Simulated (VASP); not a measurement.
A run of VASP 6.6.1:

Contents of POSCAR:

```
BaZrO3
1.0
    4.1626965277      0.0000000000      0.0000000000
    0.0000000000      4.1626965277      0.0000000000
    0.0000000000      0.0000000000      4.1626965277
Ba Zr O
1 1 3
Direct
    0.0000000000      0.0000000000      0.0000000000
    0.5000000000      0.5000000000      0.5000000000
    0.0000000000      0.5000000000      0.5000000000
    0.5000000000      0.0000000000      0.5000000000
    0.5000000000      0.5000000000      0.0000000000
```

Contents of INCAR.step1:

```
SYSTEM = BaZrO3
PREC = Accurate ; ENCUT = 520
ISMEAR = 0 ; SIGMA = 0.02
LREAL = .FALSE. ; LASPH = .TRUE.
NELM = 60 ; NBANDS = 28
GGA = PE ; ALGO = Normal
EDIFF = 1E-4 ; LWAVE = .TRUE.
LCHARG = .FALSE.
```

File INCAR.step2:

```
SYSTEM = BaZrO3
PREC = Accurate ; ENCUT = 520
EDIFF = 1E-6 ; ISMEAR = 0
SIGMA = 0.02 ; LREAL = .FALSE.
LASPH = .TRUE. ; NELM = 60
ALGO = Normal ; ISIF = 2
LWAVE = .FALSE. ; LCHARG = .FALSE.
METAGGA = R2SCAN ; LMIXTAU = .TRUE.
NBANDS = 28 ; ISTART = 1
```

The input KPOINTS:

```
Automatic mesh
0
G
  6 6 6
  0 0 0
```

Potentials or basis: VASP PAW PBE potentials, release 64 (Ba_sv, Zr_sv, O).

Launch:

```sh
$ cat potpaw_PBE.64/Ba_sv/POTCAR potpaw_PBE.64/Zr_sv/POTCAR potpaw_PBE.64/O/POTCAR > POTCAR
$ cp INCAR.step1 INCAR
$ mpirun -np 1 vasp_std > vasp.out
$ cp INCAR.step2 INCAR
$ mpirun -np 1 vasp_std > vasp.out
```

Hardware: 1 thread of Intel Xeon 6975P-C, on a shared host.

Q: How long does it take, and how much memory?

A: Run time: 74 s on 1 thread of Intel Xeon 6975P-C (shared host), peak memory 0.21 GiB. Counts: k points 20.
